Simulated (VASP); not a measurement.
Runs of VASP 6.6.1 on K3TeH. The structure is that of space group P4/mmm (No. 123), or close to it. The cells are those of the table. The cell was generated, and may not be a known phase.

| task | cell | k mesh | cutoff (eV) | smearing | gap on the mesh (eV) | pressure (GPa) | relaxed volume (Å³/atom) |
| --- | --- | --- | --- | --- | --- | --- | --- |
| single point | a = 6.554, b = 6.554, c = 5.395 Å, 5 atoms | 4 × 4 × 6 | 520 | gaussian 0.02 eV | 0.96 | 0.0 | - |
| single point | a = 5.335, b = 5.335, c = 6.429 Å, 5 atoms | 4 × 4 × 4 | 520 | gaussian 0.1 eV | (b) | 11.5 | - |
| relaxation of cell and atoms | relaxed from a = 6.499, b = 6.499, c = 5.390 Å, 5 atoms | 4 × 4 × 6 | 600 | gaussian 0.02 eV | 0.96 | 0.0 | 46.45 |
| relaxation of cell and atoms | relaxed from a = 5.335, b = 5.335, c = 6.429 Å, 5 atoms | 4 × 4 × 4 | 600 | gaussian 0.1 eV | 0.97 | 0.0 | 46.27 |
| single point | a = 6.499, b = 6.499, c = 5.390 Å, 5 atoms | 4 × 4 × 4 | 520 | gaussian 0.1 eV | (a) | 0.2 | - |

Alike in all rows: level PBE; potentials or basis VASP PAW PBE potentials, release 64 (K_sv, Te, H); no spin polarisation.

Problem. Fill in the values left out.

Solution. (a) 0.99; (b) none.

Caveats: spin-orbit coupling is left out, which moves the levels of the heavy elements; the stress differs along the axes, from -2 to 18 GPa (at least some runs); semilocal functionals underestimate gaps, and a narrow one can read as zero (at least some runs); the volume moved by over 15 % at a fixed basis, so the end points are rough (at least some runs).

A k mesh can miss the band edges, and the runs leave out spin-orbit coupling on Te.
